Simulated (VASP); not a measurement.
Here is a VASP 6.6.1 calculation.

File INCAR:

```
SYSTEM = Ag
PREC     = Accurate       ! precision mode
ENCUT    = 520            ! plane-wave cutoff, eV
EDIFF    = 1E-6           ! SCF threshold, eV
ISMEAR   = -1             ! smearing method
SIGMA    = 0.08           ! smearing width, eV
LREAL    = .False.        ! projectors in reciprocal space
LASPH    = .True.         ! aspherical terms in the spheres
NELM     = 60             ! most SCF steps
ALGO     = Normal         ! electronic algorithm
ISIF     = 2              ! what is computed and relaxed
LWAVE    = .False.        ! write WAVECAR
LCHARG   = .False.        ! write CHGCAR
GGA      = PE             ! functional
NBANDS   = 30             ! bands
```

KPOINTS

```
regular mesh
0
Gamma
  14 14 4
  0 0 0
```

The input POSCAR:

```
Ag
1.0
    2.8284749304      0.0000000000      0.0000000000
   -1.4142374652      2.4495311438      0.0000000000
    0.0000000000      0.0000000000     10.0000000000
Ag
4
Direct
    0.3333333333      0.6666666667      0.2500000000
    0.6666666667      0.3333333333      0.7500000000
    0.0000000000      0.0000000000      0.0000000000
    0.0000000000      0.0000000000      0.5000000000
```

Potentials or basis: VASP PAW PBE potentials, release 64 (Ag).

Run with:

```bash
$ cat potpaw_PBE.64/Ag/POTCAR > POTCAR
$ mpirun -np 1 vasp_std > vasp.out
```

Q: Estimate the band gap on the k mesh.

A: Zero (band 22 reaches 11.46 eV, above the bottom of band 23 at 5.11 eV).

Q: Estimate the pressure.

A: 3.8 GPa.

Stress tensor (GPa, compression positive):
```
 6.58  0.00  0.00
 0.00  6.58  0.00
 0.00  0.00 -1.69
```

Caveat: the cell differs from its parent crystal (equal xx and yy strain of -2 %).
